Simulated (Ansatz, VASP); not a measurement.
**NaCl in VASP and in Ansatz**

```
CELL_PARAMETERS angstrom
0.00000 2.81000 2.81000
2.81000 0.00000 2.81000
2.81000 2.81000 0.00000
ATOMIC_POSITIONS crystal
Na 0.00000 0.00000 0.00000
Cl 0.50000 0.50000 0.50000
```

Alike in both runs: task single point; functional PBE; k mesh 6 × 6 × 6; occupations gaussian, width 0.02 eV; no spin polarisation.

|  | VASP | Ansatz |
| --- | --- | --- |
| version | VASP 6.6.1 | Ansatz 0.2.0 |
| potentials or method | VASP PAW PBE potentials, release 64 (Na_pv, Cl), cutoff 520 eV | scalar-relativistic, plane waves, PAW |
| valence electrons in the cell | 14 | 16 |

|  | VASP | Ansatz | Ansatz less VASP |
| --- | --- | --- | --- |
| gap on the k mesh at the Fermi level (eV) | 5.15 | 5.15 | 0.000 |
| least direct gap on the mesh (eV) | 5.15 | 5.15 | 0.000 |
| pressure (GPa) | 1.0 | 1.0 | +0.03 |

VASP's potentials hold 14 valence electrons a cell and Ansatz's 16, so a difference there can come from the potentials and not from the codes.
